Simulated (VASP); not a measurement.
Write the native input for VASP 6.6.1 that does the following.

| Quantity | Value |
| --- | --- |
| Task | relaxation of cell and atoms |
| Functional | PBE |
| Potentials or basis | VASP PAW PBE potentials, release 64 (Ga_d, Ge_d, Se) |
| Cutoff | 600 eV |
| k mesh | 10 × 10 × 4 |
| Occupations | gaussian, width 0.1 eV |
| Spin | no spin polarisation |
| Dipole correction | no |
| Further INCAR settings | ALGO = Normal; EDIFF = 1e-07; IBRION = 2; EDIFFG = -0.01; NSW = 100; ISIF = 3 |

The structure of Ga2GeSe3 lies in POSCAR:

```
Ga2GeSe3
1.0
    3.7981330920      0.0000000000      0.0000000000
    0.0000000000      3.7981330920      0.0000000000
    0.0000000000      0.0000000000     10.3804023375
Ga Ge Se
2 1 3
Direct
    0.5000000000      0.0000000000      0.3917617251
    0.0000000000      0.5000000000      0.6082382749
    0.0000000000      0.0000000000      0.0000000000
    0.5000000000      0.0000000000      0.6476172343
    0.0000000000      0.5000000000      0.3523827657
    0.5000000000      0.5000000000      0.0000000000
```

The cell was built from a structure type or drawn by symmetry, and may not be a known phase.

These files were run (other wordings do the same):

INCAR

```
ALGO = Normal
EDIFF = 1E-7
EDIFFG = -0.01
ENCUT = 600
GGA = PE
IBRION = 2
ISIF = 3
ISMEAR = 0
LASPH = True
LCHARG = False
LREAL = False
LWAVE = False
NELM = 100
NSW = 100
PREC = Accurate
SIGMA = 0.1
```

KPOINTS

```
k-points
0
Gamma
  10 10 4
```

Potentials or basis: VASP PAW PBE potentials, release 64 (Ga_d, Ge_d, Se).

Run with:

```bash
$ cat potpaw_PBE.64/Ga_d/POTCAR potpaw_PBE.64/Ge_d/POTCAR potpaw_PBE.64/Se/POTCAR > POTCAR
$ mpirun -np 1 vasp_std > vasp.out
```

It gave:

| Quantity | Value |
| --- | --- |
| Relaxed volume | 25.37 Å³/atom |
| Relaxed cell | a = 3.829 Å, b = 3.829 Å, c = 10.382 Å, α = 90.00°, β = 90.00°, γ = 90.00° |
| Space group after relaxing (to 0.1 Å) | P-4m2 (No. 115) |
| Energy gained by relaxing | 1.9 meV/atom |
| Ionic steps | 7 |
| Pressure after relaxing | 0.0 GPa |
| Band gap on the k mesh | zero (bands 29 and 30 overlap by 2.20 eV) |

Caveat: this functional lacks dispersion, which binds the layers, so the pressure and a relaxed spacing across them are unreliable.

Run time: 18 min on 1 thread of Intel(R) Xeon(R) 6975P-C (Granite Rapids) (shared host), peak memory 0.56 GiB.
